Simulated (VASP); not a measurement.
# SnSe (Fm-3m) in VASP: notebook

The runs below take SnSe through single point, with PBEsol.

Program: VASP 6.6.1. These are calculated values, not measurements. Logs are shortened: lines on timing, memory, paths and dates and some standing lists are left out, and cuts for length are marked.

### 1 The cell of the first run

It takes space group Fm-3m (No. 225, cubic). Conventional cell: a = 6.060 Å, b = 6.060 Å, c = 6.060 Å, α = 90.00°, β = 90.00°, γ = 90.00°. Sn (site symmetry m-3m) has 6 Se at 3.03 Å within 4.0 Å. Se (site symmetry m-3m) has 6 Sn at 3.03 Å within 4.0 Å.

### 2 Single point, PBEsol

Input file INCAR:

```
SYSTEM = SnSe
PREC = Accurate
ENCUT = 520
EDIFF = 1E-6
ISMEAR = -1
SIGMA = 0.05
LREAL = .FALSE.
LASPH = .TRUE.
NELM = 60
ALGO = Normal
ISIF = 2
LWAVE = .FALSE.
LCHARG = .FALSE.
GGA = PS
NBANDS = 17
```

Input file KPOINTS:

```
Automatic mesh
0
G
  8 8 8
  0 0 0
```

Input file POSCAR:

```
SnSe
1.0
    0.0000000000      3.0299343558      3.0299343558
    3.0299343558      0.0000000000      3.0299343558
    3.0299343558      3.0299343558      0.0000000000
Sn Se
1 1
Direct
    0.0000000000      0.0000000000      0.0000000000
    0.5000000000      0.5000000000      0.5000000000
```

Potentials or basis: VASP PAW PBE potentials, release 64 (Sn_d, Se).

Started as:

```bash
$ cat potpaw_PBE.64/Sn_d/POTCAR potpaw_PBE.64/Se/POTCAR > POTCAR
$ mpirun -np 1 vasp_std > vasp.out
```

OUTCAR:

```text
SYSTEM = SnSe
   PREC = Accurate
   ENCUT = 520
   EDIFF = 1E-6
   ISMEAR = -1
   LREAL = .FALSE.
   LASPH = .TRUE.
   NELM = 60
   ISIF = 2
   GGA = PS

 ion  position               nearest neighbor table
   1  0.000  0.000  0.000-   2 3.03   2 3.03   2 3.03   2 3.03   2 3.03   2 3.03
   2  0.500  0.500  0.500-   1 3.03   1 3.03   1 3.03   1 3.03   1 3.03   1 3.03

  LATTYP: Found a face centered cubic cell.
 ALAT       =     6.0598687116

  Lattice vectors:

 A1 = (   0.0000000000,   3.0299343558,   3.0299343558)
 A2 = (   3.0299343558,   0.0000000000,   3.0299343558)
 A3 = (   3.0299343558,   3.0299343558,   0.0000000000)

Analysis of symmetry for initial positions (statically):
=====================================================================
 Subroutine PRICEL returns:
 Original cell was already a primitive cell.

 Routine SETGRP: Setting up the symmetry group for a
 face centered cubic supercell.

 Subroutine GETGRP returns: Found 48 space group operations
[... 9 lines left out ...]

 Routine SETGRP: Setting up the symmetry group for a
 face centered cubic supercell.

 Subroutine GETGRP returns: Found 48 space group operations
[... 11 lines left out ...]
                                     Primitive cell

  volume of cell :      55.6326

  direct lattice vectors                    reciprocal lattice vectors
     0.000000000  3.029934356  3.029934356    -0.165020077  0.165020077  0.165020077
     3.029934356  0.000000000  3.029934356     0.165020077 -0.165020077  0.165020077
     3.029934356  3.029934356  0.000000000     0.165020077  0.165020077 -0.165020077

  length of vectors
     4.284974259  4.284974259  4.284974259     0.285823157  0.285823157  0.285823157

  position of ions in fractional coordinates (direct lattice)
     0.000000000  0.000000000  0.000000000
     0.500000000  0.500000000  0.500000000

  ion indices of the primitive-cell ions
   primitive index   ion index
                 1           1
                 2           2

----------------------------------------------------------------------------------------

 KPOINTS: Automatic mesh

Automatic generation of k-mesh.
 Grid dimensions read from file:
 generate k-points for:    8    8    8

 Generating k-lattice:

  Cartesian coordinates                     Fractional coordinates (reciprocal lattice)
    -0.020627510  0.020627510  0.020627510     0.125000000  0.000000000  0.000000000
     0.020627510 -0.020627510  0.020627510     0.000000000  0.125000000  0.000000000
     0.020627510  0.020627510 -0.020627510     0.000000000  0.000000000  0.125000000

  Length of vectors
     0.035727895  0.035727895  0.035727895

  Shift w.r.t. Gamma in fractional coordinates (k-lattice)
     0.000000000  0.000000000  0.000000000

 Subroutine IBZKPT returns following result:
 ===========================================

 Found     29 irreducible k-points:

 Following reciprocal coordinates:
            Coordinates               Weight
  0.000000  0.000000  0.000000      1.000000
  0.125000  0.000000  0.000000      8.000000
  0.250000  0.000000  0.000000      8.000000
  0.375000  0.000000  0.000000      8.000000
  0.500000  0.000000  0.000000      4.000000
  0.125000  0.125000  0.000000      6.000000
[... 16 lines left out ...]
  0.500000  0.250000  0.125000     48.000000
 -0.375000  0.250000  0.125000     24.000000
 [... further k-points ...]
   k-points           NKPTS =     29   k-points in BZ     NKDIM =     29   number of bands    NBANDS=     17
   number of dos      NEDOS =    301   number of ions     NIONS =      2
   total plane-waves  NPLWV =  32768
   dimension x,y,z NGX =    32 NGY =   32 NGZ =   32
   dimension x,y,z NGXF=    64 NGYF=   64 NGZF=   64
   ions per type =               1   1
   NGX,Y,Z   is equivalent  to a cutoff of  12.42, 12.42, 12.42 a.u.
   NGXF,Y,Z  is equivalent  to a cutoff of  24.83, 24.83, 24.83 a.u.
 SYSTEM =  SnSe
   PREC   = accura    normal or accurate (medium, high low for compatibility)
   ISTART =      0    job   : 0-new  1-cont  2-samecut
   ICHARG =      2    charge: 1-file 2-atom 10-const
   ISPIN  =      1    spin polarized calculation?
   LNONCOLLINEAR =      F non collinear calculations
   LSORBIT =      F    spin-orbit coupling
   LASPH  =      T    aspherical Exc in radial PAW
   ENCUT  =  520.0 eV  38.22 Ry    6.18 a.u.   7.97  7.97  7.97*2*pi/ulx,y,z
   NELM   =     60;   NELMIN=  2; NELMDL= -5     # of ELM steps
   EDIFF  = 0.1E-05   stopping-criterion for ELM
   LREAL  =      F    real-space projection
   EDIFFG = 0.1E-04   stopping-criterion for IOM
   NSW    =      0    number of steps for IOM
   IBRION =     -1    ionic relax: 0-MD 1-quasi-New 2-CG
   NFREE  =      0    steps in history (QN), initial steepest desc. (CG)
   ISIF   =      2    stress and relaxation
   ISYM   =      2    0-nonsym 1-usesym 2-fastsym
   POTIM  = 0.5000    time-step for ionic-motion
   TEBEG  =    0.0;   TEEND  =   0.0 temperature during run
   PSTRESS=    0.0 pullay stress
   NELECT =      20.0000    total number of electrons
   NUPDOWN=      -1.0000    fix difference up-down
   EMIN   =  10.00;   EMAX   =-10.00  energy-range for DOS
   EFERMI =   0.00;   METHOD = LEGACY
   ISMEAR =    -1;   SIGMA  =   0.05  broadening in eV -4-tet -1-fermi 0-gaus
   EFERMI_NEDOS =   21; number of points for ismear=-14 and -15
   IALGO  =     38    algorithm
   IMIX   =      4    mixing-type and parameters
     AMIX     =   0.40;   BMIX     =  1.00
     AMIX_MAG =   1.60;   BMIX_MAG =  1.00
  volume/ion in A,a.u.               =      27.82       187.71
  Fermi-wavevector in a.u.,A,eV,Ry     =   1.164059  2.199752 18.436344  1.355033
  Thomas-Fermi vector in A             =   2.300601
   LORBIT       =      0    0 simple, 1 ext, 2 COOP (PROOUT), +10 PAW based schemes
   GGA     = PS    functional components
   LHFCALC =     F    Hartree Fock is set to
   AEXX    =    0.0000 exact exchange contribution
   IVDW    =     0    specifies the selected vdW correction
   LEPSILON=     F    determine dielectric tensor
   LRPA    =     F    only Hartree local field effects (RPA)
 non-spin polarized calculation
  energy-cutoff  :      520.00
  volume of cell :       55.63
 maximum number of plane-waves:      1524
   NGX = 15   NGY = 15   NGZ = 15

 number of electron      19.9999999 magnetization

 Free energy of the ion-electron system (eV)
  ---------------------------------------------------
  ext. energy  EPLUGINS =         0.00000000
  ---------------------------------------------------
  free energy    TOTEN  =        -8.95798265 eV

  energy without entropy =       -8.95792834  energy(sigma->0) =       -8.95795549

 E-fermi :   5.4269     XC(G=0):  -9.6875

 val. band max:        5.1531061159   @ k =   0.5000   0.0000   0.0000
 cond. band min:       5.7192118108   @ k =   0.5000   0.0000   0.0000
 fundamental gap:      0.5661056949
 Fermi energy:         5.4268961662

 k-point     1 :       0.0000    0.0000    0.0000
  band No.  band energies     occupation
      1     -16.2663      2.00000
      2     -16.2663      2.00000
      3     -16.2663      2.00000
      4     -16.2648      2.00000
      5     -16.2648      2.00000
      6      -8.5212      2.00000
[... 9 lines left out ...]
     16      11.0508      0.00000
     17      13.3260      0.00000

 k-point     2 :       0.1250    0.0000    0.0000
  band No.  band energies     occupation
      1     -16.2663      2.00000
      2     -16.2663      2.00000
      3     -16.2659      2.00000
      4     -16.2641      2.00000
      5     -16.2641      2.00000
      6      -8.4155      2.00000
[... 9 lines left out ...]
     16      11.4142      0.00000
     17      14.3311      0.00000

 k-point     3 :       0.2500    0.0000    0.0000
  band No.  band energies     occupation
      1     -16.2688      2.00000
      2     -16.2688      2.00000
      3     -16.2651      2.00000
      4     -16.2599      2.00000
      5     -16.2599      2.00000
      6      -8.1316      2.00000
[... 9 lines left out ...]
     16      12.3629      0.00000
     17      16.4423      0.00000

 k-point     4 :       0.3750    0.0000    0.0000
  band No.  band energies     occupation
      1     -16.2714      2.00000
      2     -16.2714      2.00000
      3     -16.2643      2.00000
      4     -16.2557      2.00000
      5     -16.2557      2.00000
      6      -7.7904      2.00000
[... 9 lines left out ...]
     16      13.8229      0.00000
     17      16.4279      0.00000

 k-point     5 :       0.5000    0.0000    0.0000
  band No.  band energies     occupation
      1     -16.2725      2.00000
      2     -16.2725      2.00000
      3     -16.2640      2.00000
      4     -16.2539      2.00000
      5     -16.2539      2.00000
      6      -7.6241      2.00000
[... 9 lines left out ...]
     16      15.3753      0.00000
     17      15.3753      0.00000

 k-point     6 :       0.1250    0.1250    0.0000
  band No.  band energies     occupation
      1     -16.2675      2.00000
      2     -16.2672      2.00000
      3     -16.2640      2.00000
      4     -16.2640      2.00000
      5     -16.2638      2.00000
      6      -8.3803      2.00000
[... 9 lines left out ...]
     16      12.0615      0.00000
     17      13.5374      0.00000
[... 281 lines left out ...]
 k-point    21 :       0.5000    0.5000    0.0000
  band No.  band energies     occupation
      1     -16.2909      2.00000
      2     -16.2724      2.00000
      3     -16.2577      2.00000
      4     -16.2498      2.00000
      5     -16.2498      2.00000
      6      -7.3627      2.00000
[... 9 lines left out ...]
     16      16.5863      0.00000
     17      17.7994      0.00000

 k-point    22 :       0.3750    0.2500    0.1250
  band No.  band energies     occupation
      1     -16.2740      2.00000
      2     -16.2668      2.00000
      3     -16.2654      2.00000
      4     -16.2584      2.00000
      5     -16.2565      2.00000
      6      -7.9068      2.00000
[... 9 lines left out ...]
     16      14.5116      0.00000
     17      14.7281      0.00000

 k-point    23 :       0.5000    0.2500    0.1250
  band No.  band energies     occupation
      1     -16.2764      2.00000
      2     -16.2671      2.00000
      3     -16.2641      2.00000
      4     -16.2568      2.00000
      5     -16.2544      2.00000
      6      -7.6196      2.00000
[... 9 lines left out ...]
     16      14.7831      0.00000
     17      16.1627      0.00000

 k-point    24 :      -0.3750    0.2500    0.1250
  band No.  band energies     occupation
      1     -16.2772      2.00000
      2     -16.2680      2.00000
      3     -16.2615      2.00000
      4     -16.2580      2.00000
      5     -16.2531      2.00000
      6      -7.4851      2.00000
[... 9 lines left out ...]
     16      15.8719      0.00000
     17      16.0154      0.00000

 [... further k-points ...]
[... 5 lines left out ...]
  --------------------------------------------------------------------------------------
  -------------------------------------------------------------------------------------
  Total       -0.9830969     -0.9830969     -0.9830969     -0.0000000      0.0000000      0.0000000
  in kB      -28.3124358    -28.3124358    -28.3124358     -0.0000000      0.0000000      0.0000000
  external PRESSURE =     -28.3124358 kB  Pullay stress =       0.0000000 kB

 VOLUME and BASIS-vectors are now :
 -----------------------------------------------------------------------------
  energy-cutoff  :      520.00
  volume of cell :       55.63
      direct lattice vectors                 reciprocal lattice vectors
     0.000000000  3.029934356  3.029934356    -0.165020077  0.165020077  0.165020077
     3.029934356  0.000000000  3.029934356     0.165020077 -0.165020077  0.165020077
     3.029934356  3.029934356  0.000000000     0.165020077  0.165020077 -0.165020077

 POSITION                                       TOTAL-FORCE (eV/Angst)
 -----------------------------------------------------------------------------------
      0.00000      0.00000      0.00000        -0.000000      0.000000      0.000000
      3.02993      3.02993      3.02993         0.000000     -0.000000     -0.000000
 -----------------------------------------------------------------------------------
    total drift:                                0.000000     -0.000000     -0.000000

  FREE ENERGIE OF THE ION-ELECTRON SYSTEM (eV)
  ---------------------------------------------------
  free  energy   TOTEN  =        -8.9579826457 eV

  energy  without entropy=       -8.9579283376  energy(sigma->0) =       -8.95795549
```

It took 13 s on 1 thread of AMD EPYC 9R45 (Zen 5), shared host; peak memory 0.15 GiB.

What came out:

```yaml
Free_energy: -8.9580 eV
Pressure: -2.8 GPa
Band_gap_on_the_k_mesh: 0.57 eV, direct
```

Caveat: the PAW data sets were made with another functional, which shifts forces and pressure a little; spin-orbit coupling is left out, which moves the levels of the heavy elements.

### 3 Single point, PBEsol

Input file INCAR:

```
PREC     = Accurate       # precision mode
ENCUT    = 520            # plane-wave cutoff, eV
EDIFF    = 1E-6           # SCF threshold, eV
ISMEAR   = -1             # smearing method
SIGMA    = 0.05           # smearing width, eV
LREAL    = F              # projectors in reciprocal space
LASPH    = T              # aspherical terms in the spheres
NELM     = 60             # most SCF steps
ALGO     = Normal         # electronic algorithm
ISIF     = 2              # what is computed and relaxed
LWAVE    = F              # write WAVECAR
LCHARG   = T              # write CHGCAR
GGA      = PS             # functional
LELF     = T              # ELF
LVHAR    = T            
NBANDS   = 17             # bands
```

Input file KPOINTS:

```
regular mesh
0
Gamma
  8 8 8
```

POSCAR is that of step 2.

Potentials or basis: VASP PAW PBE potentials, release 64 (Sn_d, Se).

Started as:

```bash
$ cat potpaw_PBE.64/Sn_d/POTCAR potpaw_PBE.64/Se/POTCAR > POTCAR
$ mpirun -np 1 vasp_std > vasp.out
```

Wall time 14 s (1 thread of AMD EPYC 9R45 (Zen 5), shared host); peak memory 0.15 GiB.

It converged, with:

| Quantity | Value |
| --- | --- |
| Free energy | -8.9580 eV |
| Pressure | -2.8 GPa |
| Band gap on the k mesh | 0.57 eV, direct |

Levels at points of the mesh, in eV from the valence-band top:
```csv
k point,band 7,band 8,band 9,band 10,band 11,band 12,band 13,band 14
"(0.00, 0.00, 0.00)",-5.10,-2.05,-2.05,-2.05,4.28,4.28,4.28,5.90
"(0.50, 0.00, 0.00)",-7.91,-1.81,-1.81,0.00,0.57,1.30,1.30,8.14
"(0.50, 0.50, 0.00)",-5.96,-5.29,-3.48,-3.48,3.06,5.28,5.28,5.88
```

Caveat: the PAW data sets were made with another functional, which shifts forces and pressure a little; spin-orbit coupling is left out, which moves the levels of the heavy elements. A k mesh can miss the band edges.

### 4 Single point, PBEsol

This run uses another cell than the first one, of 28.36 Å³/atom, 1.020 times its volume.

Input file INCAR:

```
SYSTEM = SnSe
PREC = Accurate ; ENCUT = 520
EDIFF = 1E-7 ; ISMEAR = -1
SIGMA = 0.05 ; LREAL = .False.
LASPH = .True. ; NELM = 100
ALGO = Normal ; ISIF = 2
LWAVE = .False. ; LCHARG = .False.
GGA = PS ; NBANDS = 17
```

Input file KPOINTS:

```
regular mesh
0
Gamma
  8 8 8
  0 0 0
```

Input file POSCAR:

```
SnSe
1.0
    0.0000000000      3.0496098055      3.0496098055
    3.0496098055      0.0000000000      3.0496098055
    3.0496098055      3.0496098055      0.0000000000
Sn Se
1 1
Direct
    0.0000000000      0.0000000000      0.0000000000
    0.5000000000      0.5000000000      0.5000000000
```

Started as:

```bash
$ cat potpaw_PBE.64/Sn_d/POTCAR potpaw_PBE.64/Se/POTCAR > POTCAR
$ mpirun -np 1 vasp_std > vasp.out
```

Run time: 14 s. Hardware: 1 thread of AMD EPYC 9R45 (Zen 5), shared host; peak memory 0.15 GiB.

It converged, with:

| Item | Value |
| --- | --- |
| Free energy | -8.9362 eV |
| Pressure | -3.6 GPa |
| Band gap on the k mesh | 0.49 eV, direct |

Levels at points of the mesh, in eV from the valence-band top:
```tsv
k point	band 7	band 8	band 9	band 10	band 11	band 12	band 13	band 14
(0.00, 0.00, 0.00)	-5.17	-2.01	-2.01	-2.01	4.20	4.20	4.20	5.91
(0.50, 0.00, 0.00)	-7.83	-1.78	-1.78	0.00	0.49	1.29	1.29	8.08
(0.50, 0.50, 0.00)	-5.97	-5.18	-3.40	-3.40	3.11	5.17	5.17	5.74
```

Caveat: the PAW data sets were made with another functional, which shifts forces and pressure a little; spin-orbit coupling is left out, which moves the levels of the heavy elements. A k mesh can miss the band edges.
